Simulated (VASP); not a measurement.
# Cs4Ge: single point with PBE

The system is Cs4Ge, a sheet with vacuum.

```
CELL_PARAMETERS angstrom
5.92577 0.00000 0.00000
-2.96289 5.13187 0.00000
0.00000 0.00000 17.00000
ATOMIC_POSITIONS crystal
Cs 0.33333 0.66667 0.56446
Cs 0.33333 0.66667 0.43554
Cs 0.66667 0.33333 0.43554
Cs 0.66667 0.33333 0.56446
Ge 0.00000 0.00000 0.50000
```

The cell was built from a structure type or drawn by symmetry, and may not be a known phase.

```
Program             : VASP 6.6.1
Task                : single point
Functional          : PBE
Potentials or basis : VASP PAW PBE potentials, release 64 (Cs_sv, Ge_d)
Cutoff              : 520 eV
k mesh              : 3 × 3 × 1
Occupations         : gaussian, width 0.1 eV
Spin                : no spin polarisation
```

```yaml
Largest_force: 28.149 eV/Å
```

Forces on the atoms (eV/Å):
```
Cs    0.000   0.000  28.149
Cs    0.000   0.000 -28.149
Cs    0.000   0.000 -28.149
Cs    0.000   0.000  28.149
Ge    0.000   0.000   0.000
```

Levels at points of the mesh, in eV from the Fermi level:
```
           k point  band 23  band 24  band 25  band 26  band 27  band 28
(0.00, 0.00, 0.00)    -0.62    -0.62    -0.52     0.55     0.83     0.83
```

It took 84 s on 1 thread of Intel(R) Xeon(R) Platinum 8488C (Sapphire Rapids), with other jobs on the host, peak memory 0.61 GiB.

Caveat: the k points lie up to 0.41 Å⁻¹ apart; spin-orbit coupling is left out, which moves the levels of the heavy elements.
